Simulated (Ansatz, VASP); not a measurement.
## Al5Cu: VASP beside Ansatz

```
Al Cu
1.0
     4.53528    0.00000    0.00000
    -2.26764    3.92767    0.00000
     0.00000    0.00000    5.37510
Al Cu
5 1
Direct
  0.33333 0.66667 0.13921
  0.66667 0.33333 0.36007
  0.00000 0.00000 0.50000
  0.33333 0.66667 0.63993
  0.66667 0.33333 0.86079
  0.00000 0.00000 0.00000
```

Alike in both runs: task relaxation of cell and atoms; functional PBE; k mesh 12 × 12 × 8; occupations gaussian, width 0.1 eV; no spin polarisation.

|  | VASP | Ansatz |
| --- | --- | --- |
| version | VASP 6.6.1 | Ansatz 0.2.0 |
| potentials or method | VASP PAW PBE potentials, release 64 (Al, Cu), cutoff 600 eV | scalar-relativistic, plane waves, PAW |
| valence electrons in the cell | 26 | 34 |

VASP gave:

```
gap on the k mesh at the Fermi level, each at its own relaxed structure (eV) : none
relaxed volume (Å³/atom)                                                     : 15.94
relaxed cell length with the largest relative difference (Å)                 : 4.475
```

Q: Which values does Ansatz return?

A: gap on the k mesh at the Fermi level, each at its own relaxed structure (eV): none; relaxed volume (Å³/atom): 15.91; relaxed cell length with the largest relative difference (Å): 4.472.

A gap of «none» marks a metal or a gap that the smearing closes. VASP's potentials hold 26 valence electrons a cell and Ansatz's 34, so a difference there can come from the potentials and not from the codes.
